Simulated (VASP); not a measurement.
# Ti (P6_3/mmc) in VASP: a series of runs

Runs on Ti. Level: PBEsol. Tasks: single point.

Program: VASP 6.6.1. These are calculated values, not measurements. Logs are shortened: lines on timing, memory, paths and dates and some standing lists are left out, and cuts for length are marked.

### Step 1. The cell of the first run

It takes space group P6_3/mmc (No. 194, hexagonal). The conventional cell has a = 2.871 Å, b = 2.871 Å, c = 4.545 Å, α = 90.00°, β = 90.00°, γ = 120.00°. Ti (site symmetry -6m2) has 12 Ti at 2.81 to 2.87 Å within 3.7 Å.

### Step 2. Single point, PBEsol (volume scaled by 0.97, then relaxed in part)

INCAR

```
  PREC = Accurate
  ENCUT = 520
  EDIFF = 1E-6
  ISMEAR = 0
  SIGMA = 0.1
  LREAL = False
  LASPH = True
  NELM = 60
  ALGO = Fast
  ISIF = 2
  LWAVE = False
  LCHARG = True
  GGA = PS
  LELF = True
  LVHAR = True
  NBANDS = 19
```

KPOINTS

```
regular mesh
0
Gamma
  18 18 10
```

POSCAR

```
Ti
1.0
    2.8711760985      0.0000000000      0.0000000000
   -1.4355880492      2.4865114400      0.0000000000
    0.0000000000      0.0000000000      4.5445451406
Ti
2
Direct
    0.3333333333      0.6666666667      0.2500000000
    0.6666666667      0.3333333333      0.7500000000
```

Potentials or basis: VASP PAW PBE potentials, release 64 (Ti_sv).

On the command line:

```
> cat potpaw_PBE.64/Ti_sv/POTCAR > POTCAR
> mpirun -np 1 vasp_std > vasp.out
```

OUTCAR:

```text
PREC = Accurate
   ENCUT = 520
   EDIFF = 1E-6
   ISMEAR = 0
   LREAL = False
   LASPH = True
   NELM = 60
   ISIF = 2
   GGA = PS

 ion  position               nearest neighbor table
   1  0.333  0.667  0.250-   2 2.81   2 2.81   2 2.81   2 2.81   2 2.81   2 2.81
   2  0.667  0.333  0.750-   1 2.81   1 2.81   1 2.81   1 2.81   1 2.81   1 2.81

  LATTYP: Found a hexagonal cell.
 ALAT       =     2.8711760985
 C/A-ratio  =     1.5828165827

  Lattice vectors:

 A1 = (   2.8711760985,   0.0000000000,   0.0000000000)
 A2 = (  -1.4355880492,   2.4865114400,   0.0000000000)
 A3 = (   0.0000000000,   0.0000000000,   4.5445451406)

Analysis of symmetry for initial positions (statically):
=====================================================================
 Subroutine PRICEL returns:
 Original cell was already a primitive cell.

 Routine SETGRP: Setting up the symmetry group for a
 hexagonal supercell.

 Subroutine GETGRP returns: Found 24 space group operations
 (whereof 12 operations were pure point group operations)
 out of a pool of 24 trial point group operations.

The static configuration has the point symmetry D_3d.
 The point group associated with its full space group is D_6h.

Analysis of symmetry for dynamics (positions and initial velocities):
=====================================================================
 Subroutine PRICEL returns:
 Original cell was already a primitive cell.

 Routine SETGRP: Setting up the symmetry group for a
 hexagonal supercell.

 Subroutine GETGRP returns: Found 24 space group operations
 (whereof 12 operations were pure point group operations)
 out of a pool of 24 trial point group operations.

The dynamic configuration has the point symmetry D_3d.
 The point group associated with its full space group is D_6h.

 Subroutine INISYM returns: Found 24 space group operations
 (whereof 12 operations are pure point group operations),
 and found     1 'primitive' translations

----------------------------------------------------------------------------------------

                                     Primitive cell

  volume of cell :      32.4445

  direct lattice vectors                    reciprocal lattice vectors
     2.871176098  0.000000000  0.000000000     0.348289330  0.201084938  0.000000000
    -1.435588049  2.486511440  0.000000000     0.000000000  0.402169877  0.000000000
     0.000000000  0.000000000  4.544545141     0.000000000  0.000000000  0.220044024

  length of vectors
     2.871176098  2.871176098  4.544545141     0.402169877  0.402169877  0.220044024

  position of ions in fractional coordinates (direct lattice)
     0.333333333  0.666666667  0.250000000
     0.666666667  0.333333333  0.750000000

  ion indices of the primitive-cell ions
   primitive index   ion index
                 1           1
                 2           2

----------------------------------------------------------------------------------------

 KPOINTS: regular mesh

Automatic generation of k-mesh.
 Grid dimensions read from file:
 generate k-points for:   18   18   10

 Generating k-lattice:

  Cartesian coordinates                     Fractional coordinates (reciprocal lattice)
     0.019349407  0.011171385  0.000000000     0.055555556  0.000000000  0.000000000
     0.000000000  0.022342771  0.000000000     0.000000000  0.055555556  0.000000000
     0.000000000  0.000000000  0.022004402     0.000000000  0.000000000  0.100000000

  Length of vectors
     0.022342771  0.022342771  0.022004402

  Shift w.r.t. Gamma in fractional coordinates (k-lattice)
     0.000000000  0.000000000  0.000000000

 Subroutine IBZKPT returns following result:
 ===========================================

 Found    222 irreducible k-points:

 Following reciprocal coordinates:
            Coordinates               Weight
  0.000000  0.000000  0.000000      1.000000
  0.055556 -0.000000  0.000000      6.000000
  0.111111 -0.000000  0.000000      6.000000
  0.166667 -0.000000  0.000000      6.000000
  0.222222 -0.000000  0.000000      6.000000
  0.277778  0.000000  0.000000      6.000000
[... 16 lines left out ...]
  0.333333  0.111111  0.000000     12.000000
  0.388889  0.111111  0.000000     12.000000
 [... further k-points ...]
   k-points           NKPTS =    222   k-points in BZ     NKDIM =    222   number of bands    NBANDS=     19
   number of dos      NEDOS =    301   number of ions     NIONS =      2
   total plane-waves  NPLWV =  20736
   dimension x,y,z NGX =    24 NGY =   24 NGZ =   36
   dimension x,y,z NGXF=    48 NGYF=   48 NGZF=   72
   ions per type =               2
   NGX,Y,Z   is equivalent  to a cutoff of  13.90, 13.90, 13.17 a.u.
   NGXF,Y,Z  is equivalent  to a cutoff of  27.79, 27.79, 26.34 a.u.
 SYSTEM =  unknown system
   PREC   = accura    normal or accurate (medium, high low for compatibility)
   ISTART =      0    job   : 0-new  1-cont  2-samecut
   ICHARG =      2    charge: 1-file 2-atom 10-const
   ISPIN  =      1    spin polarized calculation?
   LNONCOLLINEAR =      F non collinear calculations
   LSORBIT =      F    spin-orbit coupling
   LASPH  =      T    aspherical Exc in radial PAW
   ENCUT  =  520.0 eV  38.22 Ry    6.18 a.u.   5.34  5.34  8.45*2*pi/ulx,y,z
   NELM   =     60;   NELMIN=  2; NELMDL= -5     # of ELM steps
   EDIFF  = 0.1E-05   stopping-criterion for ELM
   LREAL  =      F    real-space projection
   EDIFFG = 0.1E-04   stopping-criterion for IOM
   NSW    =      0    number of steps for IOM
   IBRION =     -1    ionic relax: 0-MD 1-quasi-New 2-CG
   NFREE  =      0    steps in history (QN), initial steepest desc. (CG)
   ISIF   =      2    stress and relaxation
   ISYM   =      2    0-nonsym 1-usesym 2-fastsym
   POTIM  = 0.5000    time-step for ionic-motion
   TEBEG  =    0.0;   TEEND  =   0.0 temperature during run
   PSTRESS=    0.0 pullay stress
   NELECT =      24.0000    total number of electrons
   NUPDOWN=      -1.0000    fix difference up-down
   EMIN   =  10.00;   EMAX   =-10.00  energy-range for DOS
   EFERMI =   0.00;   METHOD = LEGACY
   ISMEAR =     0;   SIGMA  =   0.10  broadening in eV -4-tet -1-fermi 0-gaus
   EFERMI_NEDOS =   21; number of points for ismear=-14 and -15
   IALGO  =     68    algorithm
   IMIX   =      4    mixing-type and parameters
     AMIX     =   0.40;   BMIX     =  1.00
     AMIX_MAG =   1.60;   BMIX_MAG =  1.00
  volume/ion in A,a.u.               =      16.22       109.47
  Fermi-wavevector in a.u.,A,eV,Ry     =   1.480579  2.797889 29.825536  2.192115
  Thomas-Fermi vector in A             =   2.594596
   LORBIT       =      0    0 simple, 1 ext, 2 COOP (PROOUT), +10 PAW based schemes
   GGA     = PS    functional components
   LHFCALC =     F    Hartree Fock is set to
   AEXX    =    0.0000 exact exchange contribution
   IVDW    =     0    specifies the selected vdW correction
   LEPSILON=     F    determine dielectric tensor
   LRPA    =     F    only Hartree local field effects (RPA)
 non-spin polarized calculation
 RMM-DIIS sequential band-by-band and
 Gauss-broadening in eV      SIGMA  =   0.10
  energy-cutoff  :      520.00
  volume of cell :       32.44
 maximum number of plane-waves:       899
 NGX is ok and might be reduce to    24
   NGX = 11   NGY = 11   NGZ = 17

 number of electron      24.0000003 magnetization

 Free energy of the ion-electron system (eV)
  ---------------------------------------------------
  ext. energy  EPLUGINS =         0.00000000
  ---------------------------------------------------
  free energy    TOTEN  =       -16.67384781 eV

  energy without entropy =      -16.66475777  energy(sigma->0) =      -16.66930279

 E-fermi :   8.9547     XC(G=0): -11.9660

 val. band max:        8.9520127591   @ k =   0.0000   0.0000   0.4000
 cond. band min:       8.9599812091   @ k =   0.1667  -0.0000   0.2000
 fundamental gap:      0.0079684500
 Fermi energy:         8.9546553859

 k-point     1 :       0.0000    0.0000    0.0000
  band No.  band energies     occupation
      1     -47.5726      2.00000
      2     -47.3885      2.00000
      3     -24.3504      2.00000
      4     -23.5479      2.00000
      5     -23.5479      2.00000
      6     -23.4552      2.00000
[... 11 lines left out ...]
     18      10.6825      0.00000
     19      12.3752      0.00000

 k-point     2 :       0.0556   -0.0000    0.0000
  band No.  band energies     occupation
      1     -47.5685      2.00000
      2     -47.3869      2.00000
      3     -24.3418      2.00000
      4     -23.5657      2.00000
      5     -23.5538      2.00000
      6     -23.4588      2.00000
[... 11 lines left out ...]
     18      10.6275      0.00000
     19      12.4058      0.00000

 k-point     3 :       0.1111   -0.0000    0.0000
  band No.  band energies     occupation
      1     -47.5566      2.00000
      2     -47.3823      2.00000
      3     -24.3165      2.00000
      4     -23.6171      2.00000
      5     -23.5707      2.00000
      6     -23.4939      2.00000
[... 11 lines left out ...]
     18      10.5442      0.00000
     19      12.4823      0.00000

 k-point     4 :       0.1667   -0.0000    0.0000
  band No.  band energies     occupation
      1     -47.5379      2.00000
      2     -47.3755      2.00000
      3     -24.2761      2.00000
      4     -23.6964      2.00000
      5     -23.5959      2.00000
      6     -23.5735      2.00000
[... 11 lines left out ...]
     18      10.8246      0.00000
     19      12.5758      0.00000

 k-point     5 :       0.2222   -0.0000    0.0000
  band No.  band energies     occupation
      1     -47.5144      2.00000
      2     -47.3679      2.00000
      3     -24.2233      2.00000
      4     -23.7942      2.00000
      5     -23.6684      2.00000
      6     -23.6258      2.00000
[... 11 lines left out ...]
     18      11.1879      0.00000
     19      12.6641      0.00000
[... 334 lines left out ...]
      2     -47.3590      2.00000
      3     -24.1414      2.00000
      4     -23.8946      2.00000
      5     -23.8174      2.00000
      6     -23.6527      2.00000
[... 11 lines left out ...]
     18      11.9827      0.00000
     19      12.6789      0.00000

 k-point    22 :       0.2778    0.1111    0.0000
  band No.  band energies     occupation
      1     -47.4544      2.00000
      2     -47.3548      2.00000
      3     -24.0770      2.00000
      4     -23.9868      2.00000
      5     -23.8788      2.00000
      6     -23.6977      2.00000
[... 11 lines left out ...]
     18      12.5024      0.00000
     19      12.7141      0.00000

 k-point    23 :       0.3333    0.1111    0.0000
  band No.  band energies     occupation
      1     -47.4317      2.00000
      2     -47.3534      2.00000
      3     -24.0620      2.00000
      4     -24.0143      2.00000
      5     -23.9280      2.00000
      6     -23.7341      2.00000
[... 11 lines left out ...]
     18      12.7377      0.00000
     19      13.0392      0.00000

 k-point    24 :       0.3889    0.1111    0.0000
  band No.  band energies     occupation
      1     -47.4148      2.00000
      2     -47.3545      2.00000
      3     -24.1109      2.00000
      4     -23.9637      2.00000
      5     -23.9601      2.00000
      6     -23.7575      2.00000
[... 11 lines left out ...]
     18      12.7508      0.00000
     19      13.5777      0.00000

 [... further k-points ...]
[... 5 lines left out ...]
  --------------------------------------------------------------------------------------
  -------------------------------------------------------------------------------------
  Total        0.6895985      0.6895985      0.7117487      0.0000000      0.0000000      0.0000000
  in kB       34.0538463     34.0538463     35.1476711      0.0000000      0.0000000      0.0000000
  external PRESSURE =      34.4184546 kB  Pullay stress =       0.0000000 kB

 VOLUME and BASIS-vectors are now :
 -----------------------------------------------------------------------------
  energy-cutoff  :      520.00
  volume of cell :       32.44
      direct lattice vectors                 reciprocal lattice vectors
     2.871176098  0.000000000  0.000000000     0.348289330  0.201084938  0.000000000
    -1.435588049  2.486511440  0.000000000     0.000000000  0.402169877  0.000000000
     0.000000000  0.000000000  4.544545141     0.000000000  0.000000000  0.220044024

 POSITION                                       TOTAL-FORCE (eV/Angst)
 -----------------------------------------------------------------------------------
     -0.00000      1.65767      1.13614         0.000000     -0.000000      0.000000
      1.43559      0.82884      3.40841        -0.000000      0.000000      0.000000
 -----------------------------------------------------------------------------------
    total drift:                               -0.000000      0.000000     -0.000000

  FREE ENERGIE OF THE ION-ELECTRON SYSTEM (eV)
  ---------------------------------------------------
  free  energy   TOTEN  =       -16.6738478061 eV

  energy  without entropy=      -16.6647577653  energy(sigma->0) =      -16.66930279
```

Run time: 2.5 min. Hardware: 1 thread of Intel Xeon 6975P-C (Granite Rapids), shared host; peak memory 0.23 GiB.

What came out:

- Free energy: -16.6738 eV
- Pressure: 3.4 GPa
- Band gap on the k mesh: zero (band 12 reaches 9.75 eV, above the bottom of band 13 at 8.63 eV)

Stress tensor (GPa, compression positive):
```
3.41 0.00 0.00
0.00 3.41 0.00
0.00 0.00 3.51
```

Levels at points of the mesh, in eV from the Fermi level:
| k point | band 9 | band 10 | band 11 | band 12 | band 13 | band 14 | band 15 | band 16 |
| --- | --- | --- | --- | --- | --- | --- | --- | --- |
| (0.00, 0.00, 0.00) | -6.37 | -2.88 | 0.80 | 0.80 | 0.94 | 0.98 | 1.35 | 1.35 |
| (0.50, 0.00, 0.00) | -2.45 | -2.38 | -2.04 | -0.55 | 0.47 | 0.68 | 1.28 | 3.64 |
| (0.00, 0.00, 0.50) | -4.42 | -4.42 | 0.08 | 0.08 | 0.69 | 0.69 | 0.69 | 0.69 |
| (0.50, 0.00, 0.50) | -2.75 | -2.75 | -0.91 | -0.91 | 1.52 | 1.52 | 1.85 | 1.85 |

Caveat: the PAW data sets were made with another functional, which shifts forces and pressure a little.

### Step 3. Single point, PBEsol (volume scaled by 1.03, then relaxed in part)

INCAR

```
ALGO = Fast
EDIFF = 1E-6
ENCUT = 520
GGA = PS
ISIF = 2
ISMEAR = 0
LASPH = True
LCHARG = True
LELF = True
LREAL = False
LVHAR = True
LWAVE = False
NBANDS = 19
NELM = 80
PREC = Accurate
SIGMA = 0.1
```

KPOINTS

```
k-points
0
Gamma
  18 18 10
```

POSCAR

```
Ti
1.0
    2.9291952877      0.0000000000      0.0000000000
   -1.4645976439      2.5367575318      0.0000000000
    0.0000000000      0.0000000000      4.6363788755
Ti
2
Direct
    0.3333333333      0.6666666667      0.2500000000
    0.6666666667      0.3333333333      0.7500000000
```

Potentials or basis: VASP PAW PBE potentials, release 64 (Ti_sv).

On the command line:

```
> cat potpaw_PBE.64/Ti_sv/POTCAR > POTCAR
> mpirun -np 1 vasp_std > vasp.out
```

Wall time 2.5 min (1 thread of Intel Xeon 6975P-C (Granite Rapids), shared host); peak memory 0.24 GiB.

The run converged. Its results:

```yaml
Free_energy: -16.6720 eV
Pressure: -3.8 GPa
Band_gap_on_the_k_mesh: zero (band 12 reaches 9.07 eV, above the bottom of band 13 at 7.97 eV)
```

Stress tensor (GPa, compression positive):
```
-3.73  0.00  0.00
 0.00 -3.73  0.00
 0.00  0.00 -3.86
```

Levels at points of the mesh, in eV from the Fermi level:
| k point | band 9 | band 10 | band 11 | band 12 | band 13 | band 14 | band 15 | band 16 |
| --- | --- | --- | --- | --- | --- | --- | --- | --- |
| (0.00, 0.00, 0.00) | -6.24 | -2.72 | 0.77 | 0.77 | 0.80 | 0.89 | 1.28 | 1.28 |
| (0.50, 0.00, 0.00) | -2.37 | -2.20 | -1.88 | -0.62 | 0.46 | 0.62 | 1.18 | 3.38 |
| (0.00, 0.00, 0.50) | -4.37 | -4.37 | 0.08 | 0.08 | 0.67 | 0.67 | 0.67 | 0.67 |
| (0.50, 0.00, 0.50) | -2.58 | -2.58 | -0.83 | -0.83 | 1.35 | 1.35 | 1.73 | 1.73 |

Caveat: the PAW data sets were made with another functional, which shifts forces and pressure a little.

### Step 4. Single point, PBEsol (volume scaled by 1.06, then relaxed in part)

INCAR

```
SYSTEM = Ti
PREC = Accurate ; ENCUT = 520
EDIFF = 1E-6 ; ISMEAR = 0
SIGMA = 0.1 ; LREAL = .FALSE.
LASPH = .TRUE. ; NELM = 100
ALGO = Fast ; ISIF = 2
LWAVE = .FALSE. ; LCHARG = .FALSE.
GGA = PS ; NBANDS = 19
```

KPOINTS

```
Automatic mesh
0
G
  18 18 10
  0 0 0
```

POSCAR

```
Ti
1.0
    2.9596062648      0.0000000000      0.0000000000
   -1.4798031324      2.5630942105      0.0000000000
    0.0000000000      0.0000000000      4.6738668577
Ti
2
Direct
    0.3333333333      0.6666666667      0.2500000000
    0.6666666667      0.3333333333      0.7500000000
```

On the command line:

```
> cat potpaw_PBE.64/Ti_sv/POTCAR > POTCAR
> mpirun -np 1 vasp_std > vasp.out
```

Wall time 2.4 min (1 thread of Intel Xeon 6975P-C (Granite Rapids), shared host); peak memory 0.24 GiB.

It converged, with:

```yaml
Free_energy: -16.6407 eV
Pressure: -6.6 GPa
Band_gap_on_the_k_mesh: zero (band 12 reaches 8.75 eV, above the bottom of band 13 at 7.67 eV)
```

Levels at points of the mesh, in eV from the Fermi level:
```csv
k point,band 8,band 9,band 10,band 11,band 12,band 13,band 14,band 15,band 16,band 17
"(0.00, 0.00, 0.00)",-32.63,-6.17,-2.65,0.75,0.75,0.75,0.88,1.24,1.24,1.56
"(0.50, 0.00, 0.00)",-32.70,-2.34,-2.11,-1.81,-0.66,0.44,0.61,1.15,3.25,3.48
"(0.00, 0.00, 0.50)",-32.68,-4.33,-4.33,0.09,0.09,0.65,0.65,0.65,0.65,2.72
"(0.50, 0.00, 0.50)",-32.78,-2.51,-2.51,-0.79,-0.79,1.27,1.27,1.67,1.67,3.39
```

Caveat: the PAW data sets were made with another functional, which shifts forces and pressure a little.

### Step 5. Single point, PBEsol (volume scaled by 1.10, then relaxed in part)

INCAR

```
ALGO = Fast
EDIFF = 1E-7
ENCUT = 520
GGA = PS
ISIF = 2
ISMEAR = 0
LASPH = True
LCHARG = False
LREAL = False
LWAVE = False
NBANDS = 19
NELM = 80
PREC = Accurate
SIGMA = 0.1
```

KPOINTS

```
k-points
0
Gamma
  18 18 10
```

POSCAR

```
Ti
1.0
    2.9963753197      0.0000000000      0.0000000000
   -1.4981876598      2.5949371461      0.0000000000
    0.0000000000      0.0000000000      4.7319332529
Ti
2
Direct
    0.3333333333      0.6666666667      0.2500000000
    0.6666666667      0.3333333333      0.7500000000
```

On the command line:

```
> cat potpaw_PBE.64/Ti_sv/POTCAR > POTCAR
> mpirun -np 1 vasp_std > vasp.out
```

Wall time 3.2 min (1 thread of Intel Xeon 6975P-C (Granite Rapids), shared host); peak memory 0.25 GiB.

It converged, with:

```
Free energy            : -16.5730 eV
Pressure               : -9.8 GPa
Band gap on the k mesh : zero (band 12 reaches 8.35 eV, above the bottom of band 13 at 7.29 eV)
```

Stress tensor (GPa, compression positive):
```
-9.73  0.00  0.00
 0.00 -9.73  0.00
 0.00  0.00 -9.81
```

Levels at points of the mesh, in eV from the Fermi level:
```tsv
k point	band 8	band 9	band 10	band 11	band 12	band 13	band 14	band 15	band 16	band 17
(0.00, 0.00, 0.00)	-32.74	-6.08	-2.56	0.66	0.73	0.73	0.85	1.19	1.19	1.49
(0.50, 0.00, 0.00)	-32.80	-2.29	-2.01	-1.71	-0.68	0.43	0.57	1.10	3.10	3.32
(0.00, 0.00, 0.50)	-32.78	-4.29	-4.29	0.09	0.09	0.63	0.63	0.63	0.63	2.60
(0.50, 0.00, 0.50)	-32.87	-2.41	-2.41	-0.75	-0.75	1.18	1.18	1.60	1.60	3.23
```

Caveat: the PAW data sets were made with another functional, which shifts forces and pressure a little.

### Step 6. Overview

| cell | further INCAR settings | gap on the mesh (eV) | pressure (GPa) |
| --- | --- | --- | --- |
| a = 2.871, b = 2.871, c = 4.545 Å, angles 90.0, 90.0, 120.0°, 2 atoms | ALGO = Fast; EDIFF = 1e-06; NBANDS = 19 | none | 3.4 |
| a = 2.929, b = 2.929, c = 4.636 Å, angles 90.0, 90.0, 120.0°, 2 atoms | ALGO = Fast; EDIFF = 1e-06; NBANDS = 19 | none | -3.8 |
| a = 2.960, b = 2.960, c = 4.674 Å, angles 90.0, 90.0, 120.0°, 2 atoms | ALGO = Fast; EDIFF = 1e-06; NBANDS = 19 | none | -6.6 |
| a = 2.996, b = 2.996, c = 4.732 Å, angles 90.0, 90.0, 120.0°, 2 atoms | ALGO = Fast; EDIFF = 1e-07; NBANDS = 19 | none | -9.8 |

Alike in all rows: task single point; level PBEsol; potentials or basis VASP PAW PBE potentials, release 64 (Ti_sv); no spin polarisation; k mesh 18 × 18 × 10; cutoff (eV) 520; smearing gaussian 0.1 eV.

Caveats: the PAW data sets were made with another functional, which shifts forces and pressure a little.

Total energies depend on the potentials used, so only differences within one code and one set of settings carry meaning.
